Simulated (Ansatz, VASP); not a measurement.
## Ti in VASP and in Ansatz

```
Ti
1.0
     0.00000    2.68904    2.68904
     2.68904    0.00000    2.68904
     2.68904    2.68904    0.00000
Ti
2
Direct
  0.50000 0.50000 0.50000
  0.75000 0.75000 0.75000
```

Alike in both runs: task single point; functional PBEsol; k mesh 6 × 6 × 6; occupations gaussian, width 0.1 eV; no spin polarisation.

|  | VASP | Ansatz |
| --- | --- | --- |
| version | VASP 6.6.1 | Ansatz 0.2.0 |
| potentials or method | VASP PAW PBE potentials, release 64 (Ti_sv), cutoff 520 eV | scalar-relativistic, plane waves, PAW |
| valence electrons in the cell | 24 | 24 |

```csv
,VASP,Ansatz,Ansatz less VASP
gap on the k mesh at the Fermi level (eV),none,none,-
pressure (GPa),4.1,3.8,-0.31
```

VASP's potentials were made for PBE, not for PBEsol. A gap of «none» marks a metal or a gap that the smearing closes. The functional is the same, so the differences come from potentials, cutoffs and numerics.
